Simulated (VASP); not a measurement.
# KNd2Sb3 (I4/mmm) in VASP: relaxation of cell and atoms with PBE

Aim: the relaxation of cell and atoms of KNd2Sb3 with PBE.

Everything below comes from runs of VASP 6.6.1. Logs are shortened: lines on timing, memory, paths and dates and some standing lists are left out, and cuts for length are marked.

## 1. The cell of the first run

The structure is tetragonal, space group I4/mmm (No. 139). Conventional cell: a = 6.067 Å, b = 6.067 Å, c = 10.177 Å, α = 90.00°, β = 90.00°, γ = 90.00°. Within 4.0 Å of K (site symmetry 4/mmm) lie 4 Sb at 3.03 Å and 8 Nd at 3.96 Å. Nd (site symmetry -4m2) has 2 Sb at 2.54 Å within 3.4 Å. Within 4.0 Å of Sb (site symmetry 4/mmm) lie 4 Sb at 3.03 Å and 8 Nd at 3.96 Å. Sb (site symmetry mmm) has 2 Nd at 2.54 Å and 2 K at 3.03 Å and 2 Sb at 3.03 Å within 3.4 Å.

The cell was generated, and may not be a known phase.

## 2. Relaxation of cell and atoms, PBE

The input, INCAR:

```
SYSTEM = KNd2Sb3
PREC = Accurate
ENCUT = 500
EDIFF = 1E-7
ISMEAR = 0
SIGMA = 0.2
LREAL = .False.
LASPH = .True.
NELM = 200
ALGO = Normal
ISIF = 3
LWAVE = .False.
LCHARG = .False.
GGA = PE
IBRION = 2
NSW = 36
EDIFFG = -0.08
GGA_COMPAT = .False.
NELMIN = 4
LMAXMIX = 6
```

The input, KPOINTS:

```
Automatic mesh
0
Gamma
  4 4 4
  0 0 0
```

The input, POSCAR:

```
KNd2Sb3
1.0
   -3.0333163900      3.0333163900      5.0884871500
    3.0333163900     -3.0333163900      5.0884871500
    3.0333163900      3.0333163900     -5.0884871500
K Nd Sb
1 2 3
Direct
    0.0000000000      0.0000000000      0.0000000000
    0.7500000000      0.2500000000      0.5000000000
    0.2500000000      0.7500000000      0.5000000000
    0.5000000000      0.5000000000      0.0000000000
    0.5000000000      0.0000000000      0.5000000000
    0.0000000000      0.5000000000      0.5000000000
```

Potentials or basis: VASP PAW PBE potentials, release 64 (K_sv, Nd_3, Sb), 4f in core.

On the command line:

```
$ cat potpaw_PBE.64/K_sv/POTCAR potpaw_PBE.64/Nd_3/POTCAR potpaw_PBE.64/Sb/POTCAR > POTCAR
$ mpirun -np 1 vasp_std > vasp.out
```

OUTCAR:

```text
SYSTEM = KNd2Sb3
   PREC = Accurate
   ENCUT = 500
   EDIFF = 1E-7
   ISMEAR = 0
   LREAL = .False.
   LASPH = .True.
   NELM = 200
   ISIF = 3
   GGA = PE
   IBRION = 2
   NSW = 36
   EDIFFG = -0.08
   NELMIN = 4

 ion  position               nearest neighbor table
   1  0.000  0.000  0.000-   5 3.03   6 3.03   6 3.03   5 3.03
   2  0.750  0.250  0.500-   5 2.54   6 2.54
   3  0.250  0.750  0.500-   5 2.54   6 2.54
   4  0.500  0.500  0.000-   5 3.03   6 3.03   5 3.03   6 3.03
   5  0.500  0.000  0.500-   2 2.54   3 2.54   1 3.03   4 3.03   4 3.03   1 3.03
   6  0.000  0.500  0.500-   2 2.54   3 2.54   1 3.03   4 3.03   1 3.03   4 3.03

  LATTYP: Found a body centered tetragonal cell.
 ALAT       =     6.0666327800
 C/A-ratio  =     1.6775326065

  Lattice vectors:

 A1 = (  -3.0333163900,   3.0333163900,   5.0884871500)
 A2 = (   3.0333163900,  -3.0333163900,   5.0884871500)
 A3 = (   3.0333163900,   3.0333163900,  -5.0884871500)

Analysis of symmetry for initial positions (statically):
=====================================================================
 Subroutine PRICEL returns:
 Original cell was already a primitive cell.

 Routine SETGRP: Setting up the symmetry group for a
 body centered tetragonal supercell.

 Subroutine GETGRP returns: Found 16 space group operations
 (whereof 16 operations were pure point group operations)
 out of a pool of 16 trial point group operations.

The static configuration has the point symmetry D_4h.

Analysis of symmetry for dynamics (positions and initial velocities):
=====================================================================
 Subroutine PRICEL returns:
 Original cell was already a primitive cell.

 Routine SETGRP: Setting up the symmetry group for a
 body centered tetragonal supercell.

 Subroutine GETGRP returns: Found 16 space group operations
 (whereof 16 operations were pure point group operations)
 out of a pool of 16 trial point group operations.

The dynamic configuration has the point symmetry D_4h.

 Subroutine INISYM returns: Found 16 space group operations
 (whereof 16 operations are pure point group operations),
 and found     1 'primitive' translations

----------------------------------------------------------------------------------------

                                     Primitive cell

  volume of cell :     187.2769

  direct lattice vectors                    reciprocal lattice vectors
    -3.033316390  3.033316390  5.088487150     0.000000000  0.164836086  0.098261032
     3.033316390 -3.033316390  5.088487150     0.164836086  0.000000000  0.098261032
     3.033316390  3.033316390 -5.088487150     0.164836086  0.164836086  0.000000000

  length of vectors
[... 66 lines left out ...]
   NGX,Y,Z   is equivalent  to a cutoff of  12.49, 12.49, 12.49 a.u.
   NGXF,Y,Z  is equivalent  to a cutoff of  24.98, 24.98, 24.98 a.u.
 SYSTEM =  KNd2Sb3
   PREC   = accura    normal or accurate (medium, high low for compatibility)
   ISTART =      0    job   : 0-new  1-cont  2-samecut
   ICHARG =      2    charge: 1-file 2-atom 10-const
   ISPIN  =      1    spin polarized calculation?
   LNONCOLLINEAR =      F non collinear calculations
   LSORBIT =      F    spin-orbit coupling
   LASPH  =      T    aspherical Exc in radial PAW
   ENCUT  =  500.0 eV  36.75 Ry    6.06 a.u.  12.13 12.13 12.13*2*pi/ulx,y,z
   NELM   =    200;   NELMIN=  4; NELMDL= -5     # of ELM steps
   EDIFF  = 0.1E-06   stopping-criterion for ELM
   LREAL  =      F    real-space projection
   EDIFFG = -.8E-01   stopping-criterion for IOM
   NSW    =     36    number of steps for IOM
   IBRION =      2    ionic relax: 0-MD 1-quasi-New 2-CG
   NFREE  =      1    steps in history (QN), initial steepest desc. (CG)
   ISIF   =      3    stress and relaxation
   ISYM   =      2    0-nonsym 1-usesym 2-fastsym
   POTIM  = 0.5000    time-step for ionic-motion
   TEBEG  =    0.0;   TEEND  =   0.0 temperature during run
   PSTRESS=    0.0 pullay stress
   NELECT =      46.0000    total number of electrons
   NUPDOWN=      -1.0000    fix difference up-down
   EMIN   =  10.00;   EMAX   =-10.00  energy-range for DOS
   EFERMI =   0.00;   METHOD = LEGACY
   ISMEAR =     0;   SIGMA  =   0.20  broadening in eV -4-tet -1-fermi 0-gaus
   EFERMI_NEDOS =   21; number of points for ismear=-14 and -15
   IALGO  =     38    algorithm
   IMIX   =      4    mixing-type and parameters
     AMIX     =   0.40;   BMIX     =  1.00
     AMIX_MAG =   1.60;   BMIX_MAG =  1.00
  volume/ion in A,a.u.               =      31.21       210.63
  Fermi-wavevector in a.u.,A,eV,Ry     =   1.025257  1.937455 14.301790  1.051152
  Thomas-Fermi vector in A             =   2.159088
   LORBIT       =      0    0 simple, 1 ext, 2 COOP (PROOUT), +10 PAW based schemes
   GGA     = PE    functional components
   LHFCALC =     F    Hartree Fock is set to
   AEXX    =    0.0000 exact exchange contribution
   IVDW    =     0    specifies the selected vdW correction
   LEPSILON=     F    determine dielectric tensor
   LRPA    =     F    only Hartree local field effects (RPA)
 conjugate gradient relaxation of ions
 non-spin polarized calculation
 Gauss-broadening in eV      SIGMA  =   0.20
  energy-cutoff  :      500.00
  volume of cell :      187.28
 maximum number of plane-waves:      4776
 NGX is ok and might be reduce to    50
   NGX = 25   NGY = 25   NGZ = 25

--------------------------------------- Ionic step        1  -------------------------------------------

 number of electron      46.0000001 magnetization

 Free energy of the ion-electron system (eV)
  ---------------------------------------------------
  ext. energy  EPLUGINS =         0.00000000
  ---------------------------------------------------
  free energy    TOTEN  =       -17.28282624 eV

  energy without entropy =      -17.16756656  energy(sigma->0) =      -17.22519640

 E-fermi :   5.1085     XC(G=0):  -9.3008

 val. band max:        5.1015742395   @ k =   0.5000   0.0000  -0.0000
 cond. band min:       5.1362432522   @ k =   0.5000   0.2500  -0.0000
 fundamental gap:      0.0346690127
 Fermi energy:         5.1085384992

 k-point     1 :       0.0000    0.0000    0.0000
  band No.  band energies     occupation
      1     -33.1494      2.00000
      2     -33.1493      2.00000
      3     -25.2738      2.00000
      4     -15.0019      2.00000
      5     -14.9819      2.00000
      6     -14.3569      2.00000
[... 618 lines left out ...]
--------------------------------------- Ionic step        7  -------------------------------------------

 number of electron      46.0000001 magnetization

 Free energy of the ion-electron system (eV)
  ---------------------------------------------------
  ext. energy  EPLUGINS =         0.00000000
  ---------------------------------------------------
  free energy    TOTEN  =       -22.19636696 eV

  energy without entropy =      -22.07813186  energy(sigma->0) =      -22.13724941

 E-fermi :   2.7689     XC(G=0):  -8.1330

 val. band max:        2.7448960334   @ k =  -0.2500   0.5000   0.2500
 cond. band min:       2.7767709755   @ k =  -0.2500   0.2500   0.2500
 fundamental gap:      0.0318749422
 Fermi energy:         2.7689088579

 k-point     1 :       0.0000    0.0000    0.0000
  band No.  band energies     occupation
      1     -36.2394      2.00000
      2     -36.2362      2.00000
      3     -27.2860      2.00000
      4     -17.4198      2.00000
      5     -17.4198      2.00000
      6     -17.3739      2.00000
[... 412 lines left out ...]
  FREE ENERGIE OF THE ION-ELECTRON SYSTEM (eV)
  ---------------------------------------------------
  free  energy   TOTEN  =       -22.1963669606 eV

  energy  without entropy=      -22.0781318559  energy(sigma->0) =      -22.13724941

 reached required accuracy - stopping structural energy minimisation
```

It took 7 min on 1 thread of AMD EPYC 9R45 (Zen 5), shared host; peak memory 0.38 GiB.

What came out:

| Item | Value |
| --- | --- |
| Free energy | -22.1964 eV |
| Relaxed volume | 42.50 Å³/atom |
| Relaxed cell | a = 7.592 Å, b = 7.592 Å, c = 7.592 Å, α = 129.35°, β = 129.35°, γ = 74.44° |
| Space group after relaxing (to 0.1 Å) | I4/mmm (No. 139) |
| Energy gained by relaxing | 818.9 meV/atom |
| Ionic steps | 7 |
| Pressure after relaxing | -0.1 GPa |
| Band gap on the k mesh | zero (bands 23 and 24 overlap by 0.37 eV) |

The path:
| step | energy change (eV) | largest force (eV/Å) | pressure (GPa) | volume (Å³) |
| --- | --- | --- | --- | --- |
| 1 | 0.0000 | 0.0000 | 21.35 | 187.28 |
| 2 | -2.4098 | 0.0000 | -4.42 | 314.44 |
| 3 | -4.8041 | 0.0000 | 0.29 | 244.11 |
| 4 | -4.8167 | 0.0000 | 0.72 | 241.61 |
| 5 | -4.8188 | 0.0000 | 1.05 | 239.78 |
| 6 | -4.8997 | 0.0000 | 0.30 | 248.50 |
| 7 | -4.9135 | 0.0000 | -0.15 | 254.98 |

Final structure:
```
K Nd Sb
1.0
    -3.24722    3.24722    6.04543
     3.24722   -3.24722    6.04543
     3.24722    3.24722   -6.04543
K Nd Sb
1 2 3
Direct
  0.00000 0.00000 0.00000
  0.75000 0.25000 0.50000
  0.25000 0.75000 0.50000
  0.50000 0.50000 0.00000
  0.50000 0.00000 0.50000
  0.00000 0.50000 0.50000
```

Levels at points of the mesh, in eV from the Fermi level:
```csv
k point,band 21,band 22,band 23,band 24,band 25,band 26
"(0.00, 0.00, 0.00)",-0.38,-0.38,-0.38,0.04,1.46,1.46
"(0.50, 0.00, 0.00)",-0.79,-0.38,-0.07,0.10,0.69,0.72
"(0.50, 0.50, 0.00)",-0.58,-0.21,-0.17,-0.15,-0.12,0.49
"(0.50, 0.50, 0.50)",-0.66,-0.05,-0.05,0.17,0.42,0.42
```

Caveat: the volume moved by over 15 % at a fixed basis, so the end points are rough; spin-orbit coupling is left out, which moves the levels of the heavy elements; the 4f electrons are frozen in the core, so they carry no moment and show no levels.

The gap in the log of VASP goes by the Fermi energy; the results here count the filled bands.